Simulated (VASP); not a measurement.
# InO in VASP: a series of runs, part 2 of 3

VASP 6.6.1. The steps go on from the part before.

### 3 Single point, r2SCAN (strain +0.080 along x and y, -0.040 along z)

POSCAR

```
InO
1.0
    3.7299029054      0.0000000000      0.0000000000
   -1.8649514527      3.2301906697      0.0000000000
    0.0000000000      0.0000000000     15.2420160000
In O
2 2
Direct
    0.6666666667      0.3333333333      0.5900210000
    0.6666666667      0.3333333333      0.4099790000
    0.0000000000      0.0000000000      0.6398670000
    0.0000000000      0.0000000000      0.3601330000
```

INCAR.step1

```
SYSTEM = InO
PREC     = Accurate       ! precision mode
ENCUT    = 520            ! plane-wave cutoff, eV
ISMEAR   = 0              ! smearing method
SIGMA    = 0.05           ! smearing width, eV
LREAL    = .FALSE.        ! projectors in reciprocal space
LASPH    = .TRUE.         ! aspherical terms in the spheres
NELM     = 100            ! most SCF steps
NBANDS   = 27             ! bands
GGA      = PE             ! functional
ALGO     = Normal         ! electronic algorithm
EDIFF    = 1E-4           ! SCF threshold, eV
LWAVE    = .TRUE.         ! write WAVECAR
LCHARG   = .FALSE.        ! write CHGCAR
```

INCAR.step2

```
SYSTEM = InO
PREC     = Accurate       ! precision mode
ENCUT    = 520            ! plane-wave cutoff, eV
EDIFF    = 1E-7           ! SCF threshold, eV
ISMEAR   = 0              ! smearing method
SIGMA    = 0.05           ! smearing width, eV
LREAL    = .FALSE.        ! projectors in reciprocal space
LASPH    = .TRUE.         ! aspherical terms in the spheres
NELM     = 100            ! most SCF steps
ALGO     = Normal         ! electronic algorithm
ISIF     = 2              ! what is computed and relaxed
LWAVE    = .FALSE.        ! write WAVECAR
LCHARG   = .FALSE.        ! write CHGCAR
METAGGA  = R2SCAN         ! meta-GGA
LMIXTAU  = .TRUE.       
NBANDS   = 27             ! bands
ISTART   = 1
```

KPOINTS

```
Automatic mesh
0
G
  12 12 2
  0 0 0
```

Potentials or basis: VASP PAW PBE potentials, release 64 (In_d, O).

Launch:

```
> cat potpaw_PBE.64/In_d/POTCAR potpaw_PBE.64/O/POTCAR > POTCAR
> cp INCAR.step1 INCAR
> mpirun -np 1 vasp_std > vasp.out
> cp INCAR.step2 INCAR
> mpirun -np 1 vasp_std > vasp.out
```

OUTCAR:

```text
SYSTEM = InO
   PREC = Accurate
   ENCUT = 520
   EDIFF = 1E-7
   ISMEAR = 0
   LREAL = .FALSE.
   LASPH = .TRUE.
   NELM = 100
   ISIF = 2
   METAGGA = R2SCAN
   ISTART = 1

 ion  position               nearest neighbor table
   1  0.667  0.333  0.590-   3 2.28   3 2.28   3 2.28   2 2.74
   2  0.667  0.333  0.410-   4 2.28   4 2.28   4 2.28   1 2.74
   3  0.000  0.000  0.640-   1 2.28   1 2.28   1 2.28
   4  0.000  0.000  0.360-   2 2.28   2 2.28   2 2.28

  LATTYP: Found a hexagonal cell.
 ALAT       =     3.7299029054
 C/A-ratio  =     4.0864377402

  Lattice vectors:

 A1 = (   3.7299029054,   0.0000000000,   0.0000000000)
 A2 = (  -1.8649514527,   3.2301906697,   0.0000000000)
 A3 = (   0.0000000000,   0.0000000000,  15.2420160000)

Analysis of symmetry for initial positions (statically):
=====================================================================
 Subroutine PRICEL returns:
 Original cell was already a primitive cell.

 Routine SETGRP: Setting up the symmetry group for a
 hexagonal supercell.

 Subroutine GETGRP returns: Found 12 space group operations
[... 168 lines left out ...]
  energy without entropy =      -61.20827957  energy(sigma->0) =      -61.20827957

 E-fermi :  -2.2190     XC(G=0):  -4.7674

 val. band max:       -2.4603596607   @ k =   0.1667   0.1667   0.5000
 cond. band min:      -1.9900385856   @ k =   0.0000   0.0000   0.5000
 fundamental gap:      0.4703210752
 Fermi energy:        -2.2189804096

 k-point     1 :       0.0000    0.0000    0.0000
  band No.  band energies     occupation
      1     -20.0673      2.00000
      2     -20.0459      2.00000
      3     -16.5714      2.00000
      4     -16.3818      2.00000
      5     -16.3818      2.00000
      6     -16.2832      2.00000
[... 709 lines left out ...]
     26       6.4062      0.00000
     27       6.8025      0.00000

 [... further k-points ...]

------------------------ aborting loop because EDIFF is reached ----------------------------------------

  FORCE on cell =-STRESS in cart. coord.  units (eV):
  Direction    XX          YY          ZZ          XY          YZ          ZX
  --------------------------------------------------------------------------------------
  -------------------------------------------------------------------------------------
  Total       -9.5279645     -9.5279645     -0.3454867      0.0000000      0.0000000     -0.0000000
  in kB      -83.1270974    -83.1270974     -3.0142122      0.0000000      0.0000000     -0.0000000
  external PRESSURE =     -56.4228023 kB  Pullay stress =       0.0000000 kB

 VOLUME and BASIS-vectors are now :
 -----------------------------------------------------------------------------
  energy-cutoff  :      520.00
  volume of cell :      183.64
      direct lattice vectors                 reciprocal lattice vectors
     3.729902905  0.000000000  0.000000000     0.268103494  0.154789624  0.000000000
    -1.864951453  3.230190670  0.000000000     0.000000000  0.309579248  0.000000000
     0.000000000  0.000000000 15.242016000     0.000000000  0.000000000  0.065608119

 POSITION                                       TOTAL-FORCE (eV/Angst)
 -----------------------------------------------------------------------------------
      1.86495      1.07673      8.99311        -0.000000     -0.000000      1.496186
      1.86495      1.07673      6.24891         0.000000      0.000000     -1.496186
      0.00000      0.00000      9.75286         0.000000      0.000000     -1.024176
      0.00000      0.00000      5.48915         0.000000      0.000000      1.024176
 -----------------------------------------------------------------------------------
    total drift:                               -0.000014      0.000008      0.000000

  FREE ENERGIE OF THE ION-ELECTRON SYSTEM (eV)
  ---------------------------------------------------
  free  energy   TOTEN  =       -61.2082795695 eV

  energy  without entropy=      -61.2082795695  energy(sigma->0) =      -61.20827957
```

OUTCAR.step1:

```text
SYSTEM = InO
   PREC = Accurate
   ENCUT = 520
   ISMEAR = 0
   LREAL = .FALSE.
   LASPH = .TRUE.
   NELM = 100
[... 949 lines left out ...]
      1.86495      1.07673      6.24891         0.000000      0.000000     -1.365370
      0.00000      0.00000      9.75286        -0.000000      0.000000     -0.745744
      0.00000      0.00000      5.48915        -0.000000     -0.000000      0.745744
 -----------------------------------------------------------------------------------
    total drift:                               -0.000002      0.000001      0.000000

  FREE ENERGIE OF THE ION-ELECTRON SYSTEM (eV)
  ---------------------------------------------------
  free  energy   TOTEN  =       -18.7980123244 eV

  energy  without entropy=      -18.7978903245  energy(sigma->0) =      -18.79795132
```

It took 9.7 min on 1 thread of Intel Xeon 6975P-C (Granite Rapids), shared host; peak memory 0.42 GiB.

What came out:

```
Free energy            : -61.2083 eV
Largest force          : 1.496 eV/Å
Band gap on the k mesh : 0.47 eV (least direct gap 0.88 eV)
```

Forces in eV/Å, atoms in the order of the input:
```
In   0.000  0.000  1.496
In   0.000  0.000 -1.496
O    0.000  0.000 -1.024
O    0.000  0.000  1.024
```

Levels at points of the mesh, in eV from the valence-band top:
| k point | band 15 | band 16 | band 17 | band 18 | band 19 | band 20 | band 21 | band 22 | band 23 | band 24 |
| --- | --- | --- | --- | --- | --- | --- | --- | --- | --- | --- |
| (0.00, 0.00, 0.00) | -1.46 | -1.46 | -1.41 | -1.41 | -0.41 | 0.47 | 3.51 | 6.85 | 6.99 | 8.13 |
| (0.50, 0.00, 0.00) | -2.17 | -2.09 | -2.03 | -1.30 | -0.22 | 2.60 | 3.84 | 6.03 | 6.40 | 7.54 |
| (0.00, 0.00, 0.50) | -1.46 | -1.46 | -1.41 | -1.41 | -0.41 | 0.47 | 3.51 | 6.62 | 7.51 | 8.13 |
| (0.50, 0.00, 0.50) | -2.17 | -2.09 | -2.03 | -1.30 | -0.22 | 2.60 | 3.84 | 6.03 | 6.40 | 7.54 |

Caveat: the cell differs from its parent crystal (strain +0.080 along x and y, -0.040 along z); there is no dipole correction, which matters where the two faces differ; the PAW data sets were made with another functional, which shifts forces and pressure a little; spin-orbit coupling is left out, which moves the levels of the heavy elements.

### 4 Single point, r2SCAN (strain +0.040 along x and y, +0.040 along z)

POSCAR

```
InO
1.0
    3.5917583534      0.0000000000      0.0000000000
   -1.7958791767      3.1105539782      0.0000000000
    0.0000000000      0.0000000000     16.5121840000
In O
2 2
Direct
    0.6666666667      0.3333333333      0.5900210000
    0.6666666667      0.3333333333      0.4099790000
    0.0000000000      0.0000000000      0.6398670000
    0.0000000000      0.0000000000      0.3601330000
```

INCAR.step1

```
  ALGO = Normal
  EDIFF = 1E-4
  ENCUT = 520
  GGA = PE
  ISMEAR = 0
  LASPH = T
  LCHARG = F
  LREAL = F
  LWAVE = T
  NBANDS = 27
  NELM = 100
  PREC = Accurate
  SIGMA = 0.05
```

INCAR.step2

```
  ALGO = Normal
  EDIFF = 1E-6
  ENCUT = 520
  ISIF = 2
  ISMEAR = 0
  ISTART = 1
  LASPH = T
  LCHARG = T
  LELF = T
  LMIXTAU = T
  LREAL = F
  LVHAR = T
  LWAVE = F
  METAGGA = R2SCAN
  NBANDS = 27
  NELM = 100
  PREC = Accurate
  SIGMA = 0.05
```

KPOINTS

```
k-points
0
Gamma
  12 12 2
```

Potentials or basis: VASP PAW PBE potentials, release 64 (In_d, O).

Launch:

```
> cat potpaw_PBE.64/In_d/POTCAR potpaw_PBE.64/O/POTCAR > POTCAR
> cp INCAR.step1 INCAR
> mpirun -np 1 vasp_std > vasp.out
> cp INCAR.step2 INCAR
> mpirun -np 1 vasp_std > vasp.out
```

OUTCAR:

```text
EDIFF = 1E-6
   ENCUT = 520
   ISIF = 2
   ISMEAR = 0
   ISTART = 1
   LASPH = T
   LREAL = F
   METAGGA = R2SCAN
   NELM = 100
   PREC = Accurate

 ion  position               nearest neighbor table
   1  0.667  0.333  0.590-   3 2.23   3 2.23   3 2.23   2 2.97
   2  0.667  0.333  0.410-   4 2.23   4 2.23   4 2.23   1 2.97
   3  0.000  0.000  0.640-   1 2.23   1 2.23   1 2.23
   4  0.000  0.000  0.360-   2 2.23   2 2.23   2 2.23

  LATTYP: Found a hexagonal cell.
[... 919 lines left out ...]
  FORCE on cell =-STRESS in cart. coord.  units (eV):
  Direction    XX          YY          ZZ          XY          YZ          ZX
  --------------------------------------------------------------------------------------
  -------------------------------------------------------------------------------------
  Total       -6.7467733     -6.7467733     -3.6323361      0.0000000      0.0000000      0.0000000
  in kB      -58.5945645    -58.5945645    -31.5462135      0.0000000      0.0000000      0.0000000
  external PRESSURE =     -49.5784475 kB  Pullay stress =       0.0000000 kB

 VOLUME and BASIS-vectors are now :
 -----------------------------------------------------------------------------
  energy-cutoff  :      520.00
  volume of cell :      184.48
      direct lattice vectors                 reciprocal lattice vectors
     3.591758353  0.000000000  0.000000000     0.278415167  0.160743071  0.000000000
    -1.795879177  3.110553978  0.000000000     0.000000000  0.321486143  0.000000000
     0.000000000  0.000000000 16.512184000     0.000000000  0.000000000  0.060561341

 POSITION                                       TOTAL-FORCE (eV/Angst)
 -----------------------------------------------------------------------------------
      1.79588      1.03685      9.74254        -0.000000      0.000000      0.570278
      1.79588      1.03685      6.76965         0.000000     -0.000000     -0.570278
      0.00000      0.00000     10.56560         0.000000      0.000000     -1.139853
      0.00000      0.00000      5.94658         0.000000      0.000000      1.139853
 -----------------------------------------------------------------------------------
    total drift:                               -0.000012      0.000007      0.000000

  FREE ENERGIE OF THE ION-ELECTRON SYSTEM (eV)
  ---------------------------------------------------
  free  energy   TOTEN  =       -61.6582295923 eV

  energy  without entropy=      -61.6582295923  energy(sigma->0) =      -61.65822959
```

OSZICAR.step1:

```text
N       E                     dE             d eps       ncg     rms          rms(c)
DAV:   1     0.383291200212E+03    0.38329E+03   -0.17615E+04  2068   0.137E+03
DAV:   2     0.407135475840E+02   -0.34258E+03   -0.33101E+03  2247   0.360E+02
DAV:   3    -0.206514605377E+02   -0.61365E+02   -0.60398E+02  2683   0.167E+02
DAV:   4    -0.232958135215E+02   -0.26444E+01   -0.26328E+01  2321   0.420E+01
DAV:   5    -0.233857948809E+02   -0.89981E-01   -0.89926E-01  2628   0.727E+00    0.128E+01
DAV:   6    -0.196008735198E+02    0.37849E+01   -0.22602E+01  3206   0.424E+01    0.133E+01
DAV:   7    -0.192572131805E+02    0.34366E+00   -0.23075E+00  2653   0.111E+01    0.373E+00
DAV:   8    -0.191948096832E+02    0.62403E-01   -0.48905E-01  2873   0.414E+00    0.176E+00
DAV:   9    -0.191767444540E+02    0.18065E-01   -0.65117E-02  3050   0.247E+00    0.654E-01
DAV:  10    -0.191740062673E+02    0.27382E-02   -0.35419E-02  3345   0.173E+00    0.207E-01
DAV:  11    -0.191737656329E+02    0.24063E-03   -0.42006E-03  2839   0.574E-01    0.115E-01
DAV:  12    -0.191739127747E+02   -0.14714E-03   -0.67196E-04  2149   0.150E-01    0.339E-02
DAV:  13    -0.191739405568E+02   -0.27782E-04   -0.34692E-05  1412   0.660E-02
   1 F= -.19173941E+02 E0= -.19173940E+02  d E =-.555522E-06
```

It took 12 min on 1 thread of Intel Xeon 6975P-C (Granite Rapids), shared host; peak memory 0.43 GiB.

What came out:

* Free energy: -61.6582 eV
* Largest force: 1.140 eV/Å
* Band gap on the k mesh: 0.56 eV (least direct gap 1.05 eV)

Forces in eV/Å, atoms in the order of the input:
```
In   0.000  0.000  0.570
In   0.000  0.000 -0.570
O    0.000  0.000 -1.140
O    0.000  0.000  1.140
```

Caveat: the cell differs from its parent crystal (strain +0.040 along x and y, +0.040 along z); there is no dipole correction, which matters where the two faces differ; the PAW data sets were made with another functional, which shifts forces and pressure a little; spin-orbit coupling is left out, which moves the levels of the heavy elements.

### 5 Single point, r2SCAN (strain +0.080 along x and y, +0.000 along z)

POSCAR

```
InO
1.0
    3.7299029054      0.0000000000      0.0000000000
   -1.8649514527      3.2301906697      0.0000000000
    0.0000000000      0.0000000000     15.8771000000
In O
2 2
Direct
    0.6666666667      0.3333333333      0.5900210000
    0.6666666667      0.3333333333      0.4099790000
    0.0000000000      0.0000000000      0.6398670000
    0.0000000000      0.0000000000      0.3601330000
```

INCAR.step1

```
PREC = Accurate ; ENCUT = 520
ISMEAR = 0 ; SIGMA = 0.05
LREAL = False ; LASPH = True
NELM = 60 ; NBANDS = 27
GGA = PE ; ALGO = Normal
EDIFF = 1E-4 ; LWAVE = True
LCHARG = False
```

INCAR.step2

```
PREC = Accurate ; ENCUT = 520
EDIFF = 1E-7 ; ISMEAR = 0
SIGMA = 0.05 ; LREAL = False
LASPH = True ; NELM = 60
ALGO = Normal ; ISIF = 2
LWAVE = False ; LCHARG = True
METAGGA = R2SCAN ; LMIXTAU = True
LELF = True ; LVHAR = True
NBANDS = 27 ; ISTART = 1
```

KPOINTS

```
Automatic mesh
0
Gamma
  12 12 2
```

Launch:

```
> cat potpaw_PBE.64/In_d/POTCAR potpaw_PBE.64/O/POTCAR > POTCAR
> cp INCAR.step1 INCAR
> mpirun -np 1 vasp_std > vasp.out
> cp INCAR.step2 INCAR
> mpirun -np 1 vasp_std > vasp.out
```

It took 8.1 min on 1 thread of Intel Xeon 6975P-C (Granite Rapids), shared host; peak memory 0.43 GiB.

It converged, with:

```
Free energy            : -61.1537 eV
Largest force          : 1.235 eV/Å
Band gap on the k mesh : 0.47 eV (least direct gap 0.83 eV)
```

Forces on the atoms (eV/Å):
```
In   0.000  0.000  1.109
In   0.000  0.000 -1.109
O    0.000  0.000 -1.235
O    0.000  0.000  1.235
```

Levels at points of the mesh, in eV from the valence-band top:
```tsv
k point	band 16	band 17	band 18	band 19	band 20	band 21	band 22	band 23
(0.00, 0.00, 0.00)	-1.40	-1.36	-1.36	-0.36	0.47	3.42	6.96	6.97
(0.50, 0.00, 0.00)	-2.01	-1.97	-1.32	-0.18	2.62	3.67	5.76	6.40
(0.00, 0.00, 0.50)	-1.40	-1.36	-1.36	-0.36	0.47	3.42	6.70	7.54
(0.50, 0.00, 0.50)	-2.01	-1.97	-1.32	-0.18	2.62	3.67	5.76	6.40
```

Caveat: the cell differs from its parent crystal (strain +0.080 along x and y, +0.000 along z); there is no dipole correction, which matters where the two faces differ; the PAW data sets were made with another functional, which shifts forces and pressure a little; spin-orbit coupling is left out, which moves the levels of the heavy elements.

### 6 Single point, r2SCAN (strain +0.040 along x and y, +0.080 along z)

POSCAR

```
InO
1.0
    3.5917583534      0.0000000000      0.0000000000
   -1.7958791767      3.1105539782      0.0000000000
    0.0000000000      0.0000000000     17.1472680000
In O
2 2
Direct
    0.6666666667      0.3333333333      0.5900210000
    0.6666666667      0.3333333333      0.4099790000
    0.0000000000      0.0000000000      0.6398670000
    0.0000000000      0.0000000000      0.3601330000
```

INCAR.step1

```
ALGO     = Normal         # electronic algorithm
EDIFF    = 1E-4           # SCF threshold, eV
ENCUT    = 520            # plane-wave cutoff, eV
GGA      = PE             # functional
ISMEAR   = 0              # smearing method
LASPH    = T              # aspherical terms in the spheres
LCHARG   = F              # write CHGCAR
LREAL    = F              # projectors in reciprocal space
LWAVE    = T              # write WAVECAR
NBANDS   = 27             # bands
NELM     = 100            # most SCF steps
PREC     = Accurate       # precision mode
SIGMA    = 0.05           # smearing width, eV
```

INCAR.step2

```
ALGO     = Normal         # electronic algorithm
EDIFF    = 1E-6           # SCF threshold, eV
ENCUT    = 520            # plane-wave cutoff, eV
ISIF     = 2              # what is computed and relaxed
ISMEAR   = 0              # smearing method
ISTART   = 1            
LASPH    = T              # aspherical terms in the spheres
LCHARG   = T              # write CHGCAR
LELF     = T              # ELF
LMIXTAU  = T            
LREAL    = F              # projectors in reciprocal space
LVHAR    = T            
LWAVE    = F              # write WAVECAR
METAGGA  = R2SCAN         # meta-GGA
NBANDS   = 27             # bands
NELM     = 100            # most SCF steps
PREC     = Accurate       # precision mode
SIGMA    = 0.05           # smearing width, eV
```

KPOINTS

```
k-points
0
Gamma
  12 12 2
```

Potentials or basis: VASP PAW PBE potentials, release 64 (In_d, O).

Launch:

```
> cat potpaw_PBE.64/In_d/POTCAR potpaw_PBE.64/O/POTCAR > POTCAR
> cp INCAR.step1 INCAR
> mpirun -np 1 vasp_std > vasp.out
> cp INCAR.step2 INCAR
> mpirun -np 1 vasp_std > vasp.out
```

Wall time 7.8 min (1 thread of Intel Xeon 6975P-C (Granite Rapids), shared host); peak memory 0.44 GiB.

The run converged. Its results:

```yaml
Free_energy: -61.4968 eV
Largest_force: 1.362 eV/Å
Band_gap_on_the_k_mesh: 0.43 eV (least direct gap 1.00 eV)
```

Forces on the atoms (eV/Å):
```
In   0.000  0.000  0.509
In   0.000  0.000 -0.509
O    0.000  0.000 -1.362
O    0.000  0.000  1.362
```

Levels at points of the mesh, in eV from the valence-band top:
```csv
k point,band 15,band 16,band 17,band 18,band 19,band 20,band 21,band 22,band 23,band 24
"(0.00, 0.00, 0.00)",-1.58,-1.58,-1.56,-1.56,-0.57,0.43,3.31,6.66,7.00,8.12
"(0.50, 0.00, 0.00)",-2.29,-2.29,-2.23,-1.79,-0.19,2.56,3.58,5.21,6.81,8.12
"(0.00, 0.00, 0.50)",-1.58,-1.58,-1.56,-1.56,-0.57,0.43,3.31,6.57,7.46,7.47
"(0.50, 0.00, 0.50)",-2.29,-2.29,-2.23,-1.79,-0.19,2.56,3.58,5.21,6.81,8.12
```

Caveat: the cell differs from its parent crystal (strain +0.040 along x and y, +0.080 along z); there is no dipole correction, which matters where the two faces differ; the PAW data sets were made with another functional, which shifts forces and pressure a little; spin-orbit coupling is left out, which moves the levels of the heavy elements.

(Continued in part 3 of 3.)
